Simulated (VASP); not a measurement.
Set up this calculation in VASP 6.6.1, as the native input.

| Item | Value |
| --- | --- |
| Task | single point |
| Functional | PBEsol |
| Potentials or basis | VASP PAW PBE potentials, release 64 (Y_sv) |
| Cutoff | 520 eV |
| k mesh | 16 × 16 × 16 |
| Occupations | gaussian, width 0.15 eV |
| Spin | no spin polarisation |
| Dipole correction | no |
| Further INCAR settings | ALGO = Fast; EDIFF = 1e-07; NBANDS = 12 |

The structure of Y lies in POSCAR:

```
Y
1.0
    0.0000000000      2.4228750000      2.5471250000
    2.4228750000      0.0000000000      2.5471250000
    2.4228750000      2.4228750000      0.0000000000
Y
1
Direct
    0.0000000000      0.0000000000      0.0000000000
```

This cell differs from its parent crystal: strain -0.025 along x and y, +0.025 along z.

These files were run (other wordings do the same):

INCAR

```
SYSTEM = Y
  PREC = Accurate
  ENCUT = 520
  EDIFF = 1E-7
  ISMEAR = 0
  SIGMA = 0.15
  LREAL = .False.
  LASPH = .True.
  NELM = 60
  ALGO = Fast
  ISIF = 2
  LWAVE = .False.
  LCHARG = .False.
  GGA = PS
  NBANDS = 12
```

KPOINTS

```
Automatic mesh
0
Gamma
  16 16 16
  0 0 0
```

Potentials or basis: VASP PAW PBE potentials, release 64 (Y_sv).

The run is started by

```bash
$ cat potpaw_PBE.64/Y_sv/POTCAR > POTCAR
$ mpirun -np 1 vasp_std > vasp.out
```

It gave:

The pressure is 1.2 GPa.

Caveat: the cell differs from its parent crystal (strain -0.025 along x and y, +0.025 along z); the PAW data sets were made with another functional, which shifts forces and pressure a little.

Wall time 2.9 min on 1 thread of Intel(R) Xeon(R) Platinum 8259CL CPU @ 2.50GHz (Skylake/Cascade Lake) (shared host), peak memory 0.28 GiB.
